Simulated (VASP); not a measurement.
Input of a VASP 6.6.1 run:

File POSCAR:

```
Si
1.0
    3.1158673062      0.0000000000      0.0000000000
   -1.5579336531      2.6984202419      0.0000000000
    0.0000000000      0.0000000000     37.6438447425
Si
12
Direct
    0.6666666667      0.3333333333      0.9968722152
    0.6666666667      0.3333333333      0.4968761702
    0.6666666667      0.3333333333      0.7344514438
    0.6666666667      0.3333333333      0.2344554246
    0.0000000000      0.0000000000      0.6156723512
    0.3333333333      0.6666666667      0.2344514438
    0.0000000000      0.0000000000      0.1156723512
    0.6666666667      0.3333333333      0.6156723849
    0.3333333333      0.6666666667      0.7344554246
    0.3333333333      0.6666666667      0.1156723849
    0.3333333333      0.6666666667      0.4968722152
    0.3333333333      0.6666666667      0.9968761702
```

The input INCAR.step1:

```
  PREC = Accurate
  ENCUT = 520
  ISMEAR = 0
  SIGMA = 0.1
  LREAL = False
  LASPH = True
  NELM = 100
  NBANDS = 36
  GGA = PE
  ALGO = Normal
  EDIFF = 1E-4
  LWAVE = True
  LCHARG = False
```

INCAR.step2

```
  PREC = Accurate
  ENCUT = 520
  EDIFF = 1E-7
  ISMEAR = 0
  SIGMA = 0.1
  LREAL = False
  LASPH = True
  NELM = 100
  ALGO = Normal
  ISIF = 2
  LWAVE = False
  LCHARG = True
  METAGGA = R2SCAN
  LMIXTAU = True
  LELF = True
  LVHAR = True
  NBANDS = 36
  ISTART = 1
```

Contents of KPOINTS:

```
Automatic mesh
0
Gamma
  6 6 1
```

Potentials or basis: VASP PAW PBE potentials, release 64 (Si).

The run is started by

```sh
$ cat potpaw_PBE.64/Si/POTCAR > POTCAR
$ cp INCAR.step1 INCAR
$ mpirun -np 1 vasp_std > vasp.out
$ cp INCAR.step2 INCAR
$ mpirun -np 1 vasp_std > vasp.out
```

Estimate the largest force.

0.050 eV/Å.

Forces in eV/Å, atoms in the order of the input:
```
Si   0.000  0.000  0.026
Si   0.000  0.000  0.050
Si   0.000  0.000 -0.050
Si   0.000  0.000 -0.026
Si   0.000  0.000  0.000
Si   0.000  0.000 -0.050
Si   0.000  0.000  0.000
Si   0.000  0.000  0.000
Si   0.000  0.000 -0.026
Si   0.000  0.000  0.000
Si   0.000  0.000  0.026
Si   0.000  0.000  0.050
```

Caveat: the k points lie up to 0.39 Å⁻¹ apart; the PAW data sets were made with another functional, which shifts forces and pressure a little.
